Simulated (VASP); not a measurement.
Here is a VASP 6.6.1 calculation.

The input INCAR:

```
PREC     = Accurate       # precision mode
ENCUT    = 520            # plane-wave cutoff, eV
EDIFF    = 1E-6           # SCF threshold, eV
ISMEAR   = 0              # smearing method
SIGMA    = 0.05           # smearing width, eV
LREAL    = False          # projectors in reciprocal space
LASPH    = True           # aspherical terms in the spheres
NELM     = 60             # most SCF steps
ALGO     = Normal         # electronic algorithm
ISIF     = 2              # what is computed and relaxed
LWAVE    = False          # write WAVECAR
LCHARG   = False          # write CHGCAR
LDIPOL   = True         
IDIPOL   = 3            
DIPOL    = 0.5 0.5 0.395
GGA      = PE             # functional
IVDW     = 12             # dispersion correction
NBANDS   = 50             # bands
```

File KPOINTS:

```
Automatic mesh
0
Gamma
  7 7 1
```

The input POSCAR:

```
SnO
1.0
    3.8201526160      0.0002954389      0.0000000000
   -0.0003145156      3.8201526145      0.0000000000
    0.0000000000      0.0000000000     22.2260756252
Sn O
4 4
Direct
    0.9999453016      0.9999453016      0.2024648920
    0.4999453016      0.4999453016      0.3087831576
    0.8749453016      0.9999453016      0.4820031207
    0.3749453016      0.4999453016      0.5883213864
    0.9999461184      0.4999461184      0.2556240248
    0.4999461184      0.9999461184      0.2556240248
    0.8749461184      0.4999461184      0.5351622535
    0.3749461184      0.9999461184      0.5351622535
```

Potentials or basis: VASP PAW PBE potentials, release 64 (Sn_d, O).

Launch:

```console
$ cat potpaw_PBE.64/Sn_d/POTCAR potpaw_PBE.64/O/POTCAR > POTCAR
$ mpirun -np 1 vasp_std > vasp.out
```

(1) What does it give for the band gap on the k mesh?

(2) Predict the largest force.

## Answers

(1) 2.49 eV (least direct gap 2.52 eV).

(2) 0.189 eV/Å.

Caveat: the cell differs from its parent crystal (layers slid over each other); spin-orbit coupling is left out, which moves the levels of the heavy elements.
